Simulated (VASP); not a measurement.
# MnS (Fm-3m) in VASP: notebook

The runs below take MnS through single point, with LDA.

All numbers are computed with VASP 6.6.1; they aren't measurements. Logs are shortened: lines on timing, memory, paths and dates and some standing lists are left out, and cuts for length are marked.

### 1 The cell of the first run

It takes space group Fm-3m (No. 225, cubic). The conventional cell has a = 5.209 Å, b = 5.209 Å, c = 5.209 Å, α = 90.00°, β = 90.00°, γ = 90.00°. Mn (site symmetry m-3m) has 6 S at 2.60 Å within 3.4 Å. Within 3.4 Å of S (site symmetry m-3m) lie 6 Mn at 2.60 Å.

### 2 Single point, LDA, collinear spin, ferromagnetic start

File INCAR:

```
SYSTEM = MnS
PREC = Accurate ; ENCUT = 520
EDIFF = 1E-6 ; ISMEAR = 1
SIGMA = 0.25 ; LREAL = .FALSE.
LASPH = .TRUE. ; NELM = 150
ALGO = Normal ; ISIF = 2
LWAVE = .FALSE. ; LCHARG = .TRUE.
ISPIN = 2 ; MAGMOM = 4 0
LORBIT = 11 ; LMAXMIX = 4
LELF = .TRUE. ; LVHAR = .TRUE.
NBANDS = 20
```

File KPOINTS:

```
Automatic mesh
0
G
  7 7 7
  0 0 0
```

File POSCAR:

```
MnS
1.0
    3.6833190000      0.0000000000      0.0000000000
    1.8416595000      3.1898478242      0.0000000000
    1.8416595000      1.0632826081      3.0074173700
Mn S
1 1
Direct
    0.0000000000      0.0000000000      0.0000000000
    0.5000000000      0.5000000000      0.5000000000
```

Potentials or basis: VASP PAW LDA potentials, release 64 (Mn_pv, S).

The run is started by

```console
$ cat potpaw_LDA.64/Mn_pv/POTCAR potpaw_LDA.64/S/POTCAR > POTCAR
$ mpirun -np 1 vasp_std > vasp.out
```

OUTCAR:

```text
SYSTEM = MnS
   PREC = Accurate
   ENCUT = 520
   EDIFF = 1E-6
   ISMEAR = 1
   LREAL = .FALSE.
   LASPH = .TRUE.
   NELM = 150
   ISIF = 2
   ISPIN = 2
   LORBIT = 11

 ion  position               nearest neighbor table
   1  0.000  0.000  0.000-   2 2.60   2 2.60   2 2.60   2 2.60   2 2.60   2 2.60
   2  0.500  0.500  0.500-   1 2.60   1 2.60   1 2.60   1 2.60   1 2.60   1 2.60

  LATTYP: Found a face centered cubic cell.
 ALAT       =     5.2089996843

  Lattice vectors:

 A1 = (   3.6833190000,   0.0000000000,   0.0000000000)
 A2 = (   1.8416595000,   3.1898478242,   0.0000000000)
 A3 = (   1.8416595000,   1.0632826081,   3.0074173700)

Analysis of symmetry for initial positions (statically):
=====================================================================
 Subroutine PRICEL returns:
 Original cell was already a primitive cell.

 Routine SETGRP: Setting up the symmetry group for a
 face centered cubic supercell.

 Subroutine GETGRP returns: Found 48 space group operations
 (whereof 48 operations were pure point group operations)
 out of a pool of 48 trial point group operations.

The static configuration has the point symmetry O_h .

Analysis of symmetry for dynamics (positions and initial velocities):
=====================================================================
 Subroutine PRICEL returns:
 Original cell was already a primitive cell.

 Routine SETGRP: Setting up the symmetry group for a
 face centered cubic supercell.

 Subroutine GETGRP returns: Found 48 space group operations
 (whereof 48 operations were pure point group operations)
 out of a pool of 48 trial point group operations.

The dynamic configuration has the point symmetry O_h .

Analysis of structural, dynamic, and magnetic symmetry:
=====================================================================
 Subroutine PRICEL returns:
 Original cell was already a primitive cell.

 Routine SETGRP: Setting up the symmetry group for a
 face centered cubic supercell.

 Subroutine GETGRP returns: Found 48 space group operations
 (whereof 48 operations were pure point group operations)
 out of a pool of 48 trial point group operations.

The overall configuration has the point symmetry O_h .

 Subroutine INISYM returns: Found 48 space group operations
 (whereof 48 operations are pure point group operations),
 and found     1 'primitive' translations

----------------------------------------------------------------------------------------

                                     Primitive cell
[... 108 lines left out ...]
  Fermi-wavevector in a.u.,A,eV,Ry     =   1.331246  2.515690 24.112467  1.772216
  Thomas-Fermi vector in A             =   2.460272
   LORBIT       =     11    0 simple, 1 ext, 2 COOP (PROOUT), +10 PAW based schemes
   GGA     = CA    functional components
   LHFCALC =     F    Hartree Fock is set to
   AEXX    =    0.0000 exact exchange contribution
   IVDW    =     0    specifies the selected vdW correction
   LEPSILON=     F    determine dielectric tensor
   LRPA    =     F    only Hartree local field effects (RPA)
 spin polarized calculation
 Methfessel and Paxton  Order N= 1 SIGMA  =   0.25
  energy-cutoff  :      520.00
  volume of cell :       35.33
 maximum number of plane-waves:       966
   NGX = 13   NGY = 13   NGZ = 13

 number of electron      18.9999989 magnetization       4.5405765

 Free energy of the ion-electron system (eV)
  ---------------------------------------------------
  ext. energy  EPLUGINS =         0.00000000
  ---------------------------------------------------
  free energy    TOTEN  =       -14.98307188 eV

  energy without entropy =      -14.98504125  energy(sigma->0) =      -14.98372834

 E-fermi :   6.3177     XC(G=0): -10.9781

 val. band max:        6.3102516992   @ k =   0.2857   0.1429  -0.0000
 cond. band min:       6.3904903072   @ k =   0.0000   0.0000   0.0000
 fundamental gap:      0.0802386080
 Fermi energy:         6.3177401749

 spin component 1

 k-point     1 :       0.0000    0.0000    0.0000
  band No.  band energies     occupation
      1     -43.6101      1.00000
      2     -43.6101      1.00000
      3     -43.6101      1.00000
      4      -8.1288      1.00000
      5       3.2646      1.00000
      6       3.2646      1.00000
[... 436 lines left out ...]
      6       1.0025      1.00000
[... 12 lines left out ...]
     19      21.7729      0.00000
     20      23.1176      0.00000
 Fermi energy:         6.3177401749

 spin component 2

 k-point     1 :       0.0000    0.0000    0.0000
  band No.  band energies     occupation
      1     -39.6030      1.00000
      2     -39.6030      1.00000
      3     -39.6030      1.00000
      4      -7.8153      1.00000
      5       4.7931      1.00000
      6       4.7931      1.00000
[... 449 lines left out ...]
     19      22.2789      0.00000
     20      23.7565      0.00000

------------------------ aborting loop because EDIFF is reached ----------------------------------------

  FORCE on cell =-STRESS in cart. coord.  units (eV):
  Direction    XX          YY          ZZ          XY          YZ          ZX
  --------------------------------------------------------------------------------------
  -------------------------------------------------------------------------------------
  Total       -2.6618293     -2.6618293     -2.6618293      0.0000000     -0.0000000     -0.0000000
  in kB     -120.6945854   -120.6945854   -120.6945854      0.0000000     -0.0000000     -0.0000000
  external PRESSURE =    -120.6945854 kB  Pullay stress =       0.0000000 kB

 VOLUME and BASIS-vectors are now :
 -----------------------------------------------------------------------------
  energy-cutoff  :      520.00
  volume of cell :       35.33
      direct lattice vectors                 reciprocal lattice vectors
     3.683319000  0.000000000  0.000000000     0.271494269 -0.156747289 -0.110837071
     1.841659500  3.189847824  0.000000000     0.000000000  0.313494579 -0.110837071
     1.841659500  1.063282608  3.007417370     0.000000000  0.000000000  0.332511214

 POSITION                                       TOTAL-FORCE (eV/Angst)
 -----------------------------------------------------------------------------------
      0.00000      0.00000      0.00000        -0.000000     -0.000000      0.000000
      3.68332      2.12657      1.50371         0.000000      0.000000      0.000000
 -----------------------------------------------------------------------------------
    total drift:                                0.000000     -0.000000     -0.000000

  FREE ENERGIE OF THE ION-ELECTRON SYSTEM (eV)
  ---------------------------------------------------
  free  energy   TOTEN  =       -14.9830718845 eV

  energy  without entropy=      -14.9850412524  energy(sigma->0) =      -14.98372834

 total charge

# of ion       s       p       d       tot
------------------------------------------
    1        0.222   6.163   4.960  11.345
    2        1.329   2.359   0.000   3.688
--------------------------------------------------
tot          1.551   8.522   4.960  15.034

 magnetization (x)

# of ion       s       p       d       tot
------------------------------------------
    1        0.046   0.033   4.011   4.090
    2        0.025   0.076   0.000   0.101
--------------------------------------------------
tot          0.071   0.109   4.011   4.191
```

OSZICAR:

```text
N       E                     dE             d eps       ncg     rms          rms(c)
DAV:   1     0.150663546429E+03    0.15066E+03   -0.10164E+04  1608   0.981E+02
DAV:   2    -0.838787274969E+01   -0.15905E+03   -0.14948E+03  1692   0.283E+02
DAV:   3    -0.161268365718E+02   -0.77390E+01   -0.76499E+01  1872   0.674E+01
DAV:   4    -0.162196844714E+02   -0.92848E-01   -0.92789E-01  1816   0.757E+00
DAV:   5    -0.162210719050E+02   -0.13874E-02   -0.13874E-02  1796   0.970E-01    0.111E+01
DAV:   6    -0.151892018662E+02    0.10319E+01   -0.57842E+00  1788   0.285E+01    0.109E+01
DAV:   7    -0.149994696909E+02    0.18973E+00   -0.89575E-01  1748   0.137E+01    0.575E+00
DAV:   8    -0.149910565043E+02    0.84132E-02   -0.30984E-02  1788   0.151E+00    0.313E+00
DAV:   9    -0.149807503340E+02    0.10306E-01   -0.13913E-02  2040   0.119E+00    0.660E-01
DAV:  10    -0.149830105983E+02   -0.22603E-02   -0.50518E-03  1764   0.719E-01    0.204E-01
DAV:  11    -0.149830524477E+02   -0.41849E-04   -0.72491E-04  1800   0.163E-01    0.133E-01
DAV:  12    -0.149830566291E+02   -0.41814E-05   -0.45746E-05  1788   0.454E-02    0.874E-02
DAV:  13    -0.149830685160E+02   -0.11887E-04   -0.35902E-06  1736   0.187E-02    0.427E-02
DAV:  14    -0.149830718140E+02   -0.32980E-05   -0.26508E-06  1540   0.200E-02    0.553E-03
DAV:  15    -0.149830718845E+02   -0.70420E-07   -0.62576E-07   980   0.479E-03
   1 F= -.14983072E+02 E0= -.14983728E+02  d E =0.196937E-02  mag=     4.5404
```

stdout:

```text
POSCAR found type information on POSCAR MnS
 POSCAR found :  2 types and       2 ions
 scaLAPACK will be used
 LDA part: xc-table for (Slater(with rela. corr.)+CA(PZ))
 , standard interpolation
 POSCAR, INCAR and KPOINTS ok, starting setup
 FFT: planning ... GRIDC
 FFT: planning ... GRID_SOFT
 FFT: planning ... GRID
 WAVECAR not read
 entering main loop
```

Run time: 27 s. Hardware: 1 thread of Intel Xeon Platinum 8375C at 2.90GHz (Ice Lake), shared host; peak memory 0.16 GiB.

What came out:

```yaml
Free_energy: -14.9831 eV
Pressure: -12.1 GPa
Net_moment: 4.54 μB per cell
Site_moments: Mn +4.09; S +0.10 μB
Valence_electrons_inside_the_program's_atomic_spheres: Mn 11.35; S 3.69
```

Caveat: the cell stands under tension; so wide a smearing shifts energies and pressures; a cell with one magnetic atom can't hold antiferromagnetic order, which such compounds often take; semilocal functionals often make such compounds metallic where correlation or magnetic order opens a gap, which also shifts bond lengths. With open d or f shells a metallic result of LDA can be an artefact of self-interaction; +U or a hybrid may open a gap.

### 3 Single point, LDA, collinear spin, ferromagnetic start

File INCAR:

```
PREC     = Accurate       # precision mode
ENCUT    = 520            # plane-wave cutoff, eV
EDIFF    = 1E-6           # SCF threshold, eV
ISMEAR   = 1              # smearing method
SIGMA    = 0.15           # smearing width, eV
LREAL    = False          # projectors in reciprocal space
LASPH    = True           # aspherical terms in the spheres
NELM     = 150            # most SCF steps
ALGO     = Normal         # electronic algorithm
ISIF     = 2              # what is computed and relaxed
LWAVE    = False          # write WAVECAR
LCHARG   = False          # write CHGCAR
ISPIN    = 2              # spin polarisation
MAGMOM   = 4 0            # initial moments
LORBIT   = 11             # projections on sites
LMAXMIX  = 4              # l up to which the mixer works
GGA      = CA             # functional
NBANDS   = 20             # bands
```

File KPOINTS:

```
regular mesh
0
Gamma
  7 7 7
```

POSCAR is that of step 2.

Potentials or basis: VASP PAW LDA potentials, release 64 (Mn_pv, S).

The run is started by

```console
$ cat potpaw_LDA.64/Mn_pv/POTCAR potpaw_LDA.64/S/POTCAR > POTCAR
$ mpirun -np 1 vasp_std > vasp.out
```

Wall time 27 s (1 thread of Intel Xeon Platinum 8375C at 2.90GHz (Ice Lake), shared host); peak memory 0.15 GiB.

Results (log left out):

* Free energy: -14.9835 eV
* Pressure: -11.8 GPa
* Net moment: 4.56 μB per cell
* Site moments: Mn +4.10; S +0.11 μB
* Valence electrons inside the program's atomic spheres: Mn 11.34; S 3.69

Levels at points of the mesh, in eV from the Fermi level:
Spin up:
| k point | band 9 | band 10 | band 11 | band 12 | band 13 | band 14 | band 15 | band 16 |
| --- | --- | --- | --- | --- | --- | --- | --- | --- |
| (0.00, 0.00, 0.00) | -2.98 | -1.78 | -1.78 | -1.78 | 1.78 | 8.73 | 8.73 | 8.73 |
Spin down:
```
           k point  band 5  band 6  band 7  band 8  band 9  band 10
(0.00, 0.00, 0.00)   -1.50   -1.50   -1.50    0.09    0.09     0.09
```

Caveat: the cell stands under tension; a cell with one magnetic atom can't hold antiferromagnetic order, which such compounds often take; semilocal functionals often make such compounds metallic where correlation or magnetic order opens a gap, which also shifts bond lengths. With open d or f shells a metallic result of LDA can be an artefact of self-interaction; +U or a hybrid may open a gap.
